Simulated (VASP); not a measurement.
# Hg (R-3m) in VASP: a series of runs

Runs on Hg. Level: LDA. Tasks: single point.

All numbers are computed with VASP 6.6.1; they aren't measurements. Logs are shortened: lines on timing, memory, paths and dates and some standing lists are left out, and cuts for length are marked.

### Step 1. The cell of the first run

The structure is trigonal, space group R-3m (No. 166). The conventional cell has a = 3.493 Å, b = 3.493 Å, c = 6.444 Å, α = 90.00°, β = 90.00°, γ = 120.00°. Within 3.9 Å of Hg (site symmetry -3m) lie 12 Hg at 2.95 to 3.49 Å.

### Step 2. Single point, LDA

Contents of INCAR:

```
ALGO     = Normal         # electronic algorithm
EDIFF    = 1E-6           # SCF threshold, eV
ENCUT    = 500            # plane-wave cutoff, eV
GGA_COMPAT= False        
ISIF     = 2              # what is computed and relaxed
ISMEAR   = -1             # smearing method
LASPH    = True           # aspherical terms in the spheres
LCHARG   = False          # write CHGCAR
LREAL    = False          # projectors in reciprocal space
LWAVE    = False          # write WAVECAR
NBANDS   = 16             # bands
NELM     = 120            # most SCF steps
PREC     = Accurate       # precision mode
SIGMA    = 0.1            # smearing width, eV
```

Contents of KPOINTS:

```
k-points
0
Gamma
  11 11 11
```

Contents of POSCAR:

```
Hg
1.0
    1.7463233735      1.0082402698      2.1478810803
   -1.7463233735      1.0082402698      2.1478810803
    0.0000000000     -2.0164805396      2.1478810803
Hg
1
Direct
    0.0000000000      1.0000000000      0.0000000000
```

Potentials or basis: VASP PAW LDA potentials, release 64 (Hg_sv_GW).

On the command line:

```console
$ cat potpaw_LDA.64/Hg_sv_GW/POTCAR > POTCAR
$ mpirun -np 1 vasp_std > vasp.out
```

OUTCAR:

```text
EDIFF = 1E-6
   ENCUT = 500
   ISIF = 2
   ISMEAR = -1
   LASPH = True
   LREAL = False
   NELM = 120
   PREC = Accurate

 ion  position               nearest neighbor table
   1  0.000  0.000  0.000-

  LATTYP: Found a trigonal (rhomboedric) cell.
 ALAT       =     2.9461138643
 COS(alpha) =     0.2972833017

  Lattice vectors:

 A1 = (   1.7463233735,   1.0082402698,   2.1478810803)
 A2 = (  -1.7463233735,   1.0082402698,   2.1478810803)
 A3 = (   0.0000000000,  -2.0164805396,   2.1478810803)

Analysis of symmetry for initial positions (statically):
=====================================================================
 Subroutine PRICEL returns:
 Original cell was already a primitive cell.

 Routine SETGRP: Setting up the symmetry group for a
 trigonal (rhombohedral) supercell.

 Subroutine GETGRP returns: Found 12 space group operations
 (whereof 12 operations were pure point group operations)
 out of a pool of 12 trial point group operations.

The static configuration has the point symmetry D_3d.

Analysis of symmetry for dynamics (positions and initial velocities):
=====================================================================
 Subroutine PRICEL returns:
 Original cell was already a primitive cell.

 Routine SETGRP: Setting up the symmetry group for a
 trigonal (rhombohedral) supercell.

 Subroutine GETGRP returns: Found 12 space group operations
 (whereof 12 operations were pure point group operations)
 out of a pool of 12 trial point group operations.

The dynamic configuration has the point symmetry D_3d.

 Subroutine INISYM returns: Found 12 space group operations
 (whereof 12 operations are pure point group operations),
 and found     1 'primitive' translations

----------------------------------------------------------------------------------------

                                     Primitive cell

  volume of cell :      22.6908

  direct lattice vectors                    reciprocal lattice vectors
     1.746323374  1.008240270  2.147881080     0.286315815  0.165304513  0.155191708
    -1.746323374  1.008240270  2.147881080    -0.286315815  0.165304513  0.155191708
     0.000000000 -2.016480540  2.147881080     0.000000000 -0.330609026  0.155191708

  length of vectors
     2.946113864  2.946113864  2.946113864     0.365221569  0.365221569  0.365221569

  position of ions in fractional coordinates (direct lattice)
     0.000000000  0.000000000  0.000000000

  ion indices of the primitive-cell ions
   primitive index   ion index
                 1           1

----------------------------------------------------------------------------------------

 KPOINTS: k-points

Automatic generation of k-mesh.
 Grid dimensions read from file:
 generate k-points for:   11   11   11

 Generating k-lattice:

  Cartesian coordinates                     Fractional coordinates (reciprocal lattice)
     0.026028710  0.015027683  0.014108337     0.090909091  0.000000000  0.000000000
    -0.026028710  0.015027683  0.014108337     0.000000000  0.090909091  0.000000000
     0.000000000 -0.030055366  0.014108337     0.000000000  0.000000000  0.090909091

  Length of vectors
     0.033201961  0.033201961  0.033201961

  Shift w.r.t. Gamma in fractional coordinates (k-lattice)
     0.000000000  0.000000000  0.000000000

 Subroutine IBZKPT returns following result:
 ===========================================

 Found    146 irreducible k-points:

 Following reciprocal coordinates:
            Coordinates               Weight
  0.000000  0.000000  0.000000      1.000000
  0.090909  0.000000 -0.000000      6.000000
  0.181818 -0.000000 -0.000000      6.000000
  0.272727  0.000000 -0.000000      6.000000
  0.363636 -0.000000 -0.000000      6.000000
  0.454545  0.000000 -0.000000      6.000000
[... 16 lines left out ...]
 -0.272727  0.181818  0.000000     12.000000
 -0.181818  0.181818  0.000000      6.000000
 [... further k-points ...]
   k-points           NKPTS =    146   k-points in BZ     NKDIM =    146   number of bands    NBANDS=     16
   number of dos      NEDOS =    301   number of ions     NIONS =      1
   total plane-waves  NPLWV =  13824
   dimension x,y,z NGX =    24 NGY =   24 NGZ =   24
   dimension x,y,z NGXF=    48 NGYF=   48 NGZF=   48
   ions per type =               1
   NGX,Y,Z   is equivalent  to a cutoff of  13.54, 13.54, 13.54 a.u.
   NGXF,Y,Z  is equivalent  to a cutoff of  27.09, 27.09, 27.09 a.u.
 SYSTEM =  unknown system
   PREC   = accura    normal or accurate (medium, high low for compatibility)
   ISTART =      0    job   : 0-new  1-cont  2-samecut
   ICHARG =      2    charge: 1-file 2-atom 10-const
   ISPIN  =      1    spin polarized calculation?
   LNONCOLLINEAR =      F non collinear calculations
   LSORBIT =      F    spin-orbit coupling
   LASPH  =      T    aspherical Exc in radial PAW
   ENCUT  =  500.0 eV  36.75 Ry    6.06 a.u.   5.37  5.37  5.37*2*pi/ulx,y,z
   NELM   =    120;   NELMIN=  2; NELMDL= -5     # of ELM steps
   EDIFF  = 0.1E-05   stopping-criterion for ELM
   LREAL  =      F    real-space projection
   EDIFFG = 0.1E-04   stopping-criterion for IOM
   NSW    =      0    number of steps for IOM
   IBRION =     -1    ionic relax: 0-MD 1-quasi-New 2-CG
   NFREE  =      0    steps in history (QN), initial steepest desc. (CG)
   ISIF   =      2    stress and relaxation
   ISYM   =      2    0-nonsym 1-usesym 2-fastsym
   POTIM  = 0.5000    time-step for ionic-motion
   TEBEG  =    0.0;   TEEND  =   0.0 temperature during run
   PSTRESS=    0.0 pullay stress
   NELECT =      20.0000    total number of electrons
   NUPDOWN=      -1.0000    fix difference up-down
   EMIN   =  10.00;   EMAX   =-10.00  energy-range for DOS
   EFERMI =   0.00;   METHOD = LEGACY
   ISMEAR =    -1;   SIGMA  =   0.10  broadening in eV -4-tet -1-fermi 0-gaus
   EFERMI_NEDOS =   21; number of points for ismear=-14 and -15
   IALGO  =     38    algorithm
   IMIX   =      4    mixing-type and parameters
     AMIX     =   0.40;   BMIX     =  1.00
     AMIX_MAG =   1.60;   BMIX_MAG =  1.00
  volume/ion in A,a.u.               =      22.69       153.13
  Fermi-wavevector in a.u.,A,eV,Ry     =   1.569645  2.966199 33.521835  2.463785
  Thomas-Fermi vector in A             =   2.671497
   LORBIT       =      0    0 simple, 1 ext, 2 COOP (PROOUT), +10 PAW based schemes
   GGA     = CA    functional components
   LHFCALC =     F    Hartree Fock is set to
   AEXX    =    0.0000 exact exchange contribution
   IVDW    =     0    specifies the selected vdW correction
   LEPSILON=     F    determine dielectric tensor
   LRPA    =     F    only Hartree local field effects (RPA)
 non-spin polarized calculation
  energy-cutoff  :      500.00
  volume of cell :       22.69
 maximum number of plane-waves:       596
 NGX is ok and might be reduce to    24
   NGX = 11   NGY = 11   NGZ = 11

 number of electron      19.9999992 magnetization

 Free energy of the ion-electron system (eV)
  ---------------------------------------------------
  ext. energy  EPLUGINS =         0.00000000
  ---------------------------------------------------
  free energy    TOTEN  =        -0.98451096 eV

  energy without entropy =       -0.97518459  energy(sigma->0) =       -0.97984777

 E-fermi :   6.1423     XC(G=0): -11.9138

 val. band max:        6.0221182575   @ k =  -0.4545   0.1818   0.1818
 cond. band min:       6.2175579673   @ k =  -0.4545   0.2727   0.0000
 fundamental gap:      0.1954397098
 Fermi energy:         6.1423005499

 k-point     1 :       0.0000    0.0000    0.0000
  band No.  band energies     occupation
      1    -108.4515      2.00000
      2     -57.0381      2.00000
      3     -57.0317      2.00000
      4     -57.0317      2.00000
      5      -3.3900      2.00000
      6      -1.8505      2.00000
[... 8 lines left out ...]
     15      24.5608      0.00000
     16      24.5608      0.00000

 k-point     2 :       0.0909    0.0000   -0.0000
  band No.  band energies     occupation
      1    -108.4513      2.00000
      2     -57.0413      2.00000
      3     -57.0335      2.00000
      4     -57.0315      2.00000
      5      -3.2041      2.00000
      6      -1.8376      2.00000
[... 8 lines left out ...]
     15      24.2070      0.00000
     16      25.2102      0.00000

 k-point     3 :       0.1818   -0.0000   -0.0000
  band No.  band energies     occupation
      1    -108.4509      2.00000
      2     -57.0538      2.00000
      3     -57.0344      2.00000
      4     -57.0309      2.00000
      5      -2.7601      2.00000
      6      -1.8112      2.00000
[... 8 lines left out ...]
     15      23.8478      0.00000
     16      25.5124      0.00000

 k-point     4 :       0.2727    0.0000   -0.0000
  band No.  band energies     occupation
      1    -108.4504      2.00000
      2     -57.0720      2.00000
      3     -57.0339      2.00000
      4     -57.0300      2.00000
      5      -2.4303      2.00000
      6      -1.7988      2.00000
[... 8 lines left out ...]
     15      23.9400      0.00000
     16      24.8040      0.00000

 k-point     5 :       0.3636   -0.0000   -0.0000
  band No.  band energies     occupation
      1    -108.4499      2.00000
      2     -57.0885      2.00000
      3     -57.0338      2.00000
      4     -57.0298      2.00000
      5      -2.3402      2.00000
      6      -1.8128      2.00000
[... 8 lines left out ...]
     15      24.0049      0.00000
     16      24.1478      0.00000

 k-point     6 :       0.4545    0.0000   -0.0000
  band No.  band energies     occupation
      1    -108.4496      2.00000
      2     -57.0986      2.00000
      3     -57.0336      2.00000
      4     -57.0294      2.00000
      5      -2.3352      2.00000
      6      -1.8328      2.00000
[... 8 lines left out ...]
     15      23.9915      0.00000
     16      24.8823      0.00000
[... 267 lines left out ...]
 k-point    21 :      -0.4545    0.1818    0.0000
  band No.  band energies     occupation
      1    -108.4490      2.00000
      2     -57.0989      2.00000
      3     -57.0480      2.00000
      4     -57.0302      2.00000
      5      -2.0762      2.00000
      6      -1.5051      2.00000
[... 8 lines left out ...]
     15      24.0460      0.00000
     16      25.4490      0.00000

 k-point    22 :      -0.3636    0.1818    0.0000
  band No.  band energies     occupation
      1    -108.4493      2.00000
      2     -57.0896      2.00000
      3     -57.0491      2.00000
      4     -57.0305      2.00000
      5      -2.0361      2.00000
      6      -1.5146      2.00000
[... 8 lines left out ...]
     15      24.3473      0.00000
     16      25.4722      0.00000

 k-point    23 :      -0.2727    0.1818    0.0000
  band No.  band energies     occupation
      1    -108.4498      2.00000
      2     -57.0739      2.00000
      3     -57.0500      2.00000
      4     -57.0307      2.00000
      5      -2.0137      2.00000
      6      -1.4968      2.00000
[... 8 lines left out ...]
     15      23.0675      0.00000
     16      25.6359      0.00000

 k-point    24 :      -0.1818    0.1818    0.0000
  band No.  band energies     occupation
      1    -108.4503      2.00000
      2     -57.0588      2.00000
      3     -57.0477      2.00000
      4     -57.0311      2.00000
      5      -2.1173      2.00000
      6      -1.5383      2.00000
[... 8 lines left out ...]
     15      24.1160      0.00000
     16      25.6882      0.00000

 [... further k-points ...]
[... 5 lines left out ...]
  --------------------------------------------------------------------------------------
  -------------------------------------------------------------------------------------
  Total       -0.1683902     -0.1683902     -0.1455465     -0.0000000      0.0000000      0.0000000
  in kB      -11.8898712    -11.8898712    -10.2769008     -0.0000000      0.0000000      0.0000000
  external PRESSURE =     -11.3522144 kB  Pullay stress =       0.0000000 kB

 VOLUME and BASIS-vectors are now :
 -----------------------------------------------------------------------------
  energy-cutoff  :      500.00
  volume of cell :       22.69
      direct lattice vectors                 reciprocal lattice vectors
     1.746323374  1.008240270  2.147881080     0.286315815  0.165304513  0.155191708
    -1.746323374  1.008240270  2.147881080    -0.286315815  0.165304513  0.155191708
     0.000000000 -2.016480540  2.147881080     0.000000000 -0.330609026  0.155191708

 POSITION                                       TOTAL-FORCE (eV/Angst)
 -----------------------------------------------------------------------------------
      0.00000      0.00000      0.00000        -0.000000     -0.000000      0.000000
 -----------------------------------------------------------------------------------
    total drift:                                0.000000     -0.000000      0.000000

  FREE ENERGIE OF THE ION-ELECTRON SYSTEM (eV)
  ---------------------------------------------------
  free  energy   TOTEN  =        -0.9845109597 eV

  energy  without entropy=       -0.9751845872  energy(sigma->0) =       -0.97984777
```

Wall time 21 s (1 thread of Intel Xeon Platinum 8488C (Sapphire Rapids), shared host); peak memory 0.18 GiB.

What came out:

```
Free energy            : -0.9845 eV
Pressure               : -1.1 GPa
Band gap on the k mesh : zero (band 10 reaches 7.34 eV, above the bottom of band 11 at 4.59 eV)
```

Caveat: spin-orbit coupling is left out, which moves the levels of the heavy elements.

[end of part 1 of 2]
